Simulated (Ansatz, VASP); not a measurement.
# K in VASP and in Ansatz

```
CELL_PARAMETERS angstrom
0.00000 4.88121 4.88121
4.88121 0.00000 4.88121
4.88121 4.88121 0.00000
ATOMIC_POSITIONS crystal
K 0.12500 0.12500 0.12500
K 0.87500 0.87500 0.87500
```

Alike in both runs: task single point; functional PBE; k mesh 9 × 9 × 9; occupations fermi-dirac, width 0.1 eV; no spin polarisation.

```csv
,VASP,Ansatz
version,VASP 6.6.1,Ansatz 0.2.0
potentials or method,"VASP PAW PBE potentials, release 64 (K_sv), cutoff 520 eV","plane waves (420 eV) with PAW, scalar-relativistic"
valence electrons in the cell,18,18
```

VASP gave:

| Property | Result |
| --- | --- |
| pressure (GPa) | -0.1 |

Which values does Ansatz return?

Pressure (GPa): 0.0.
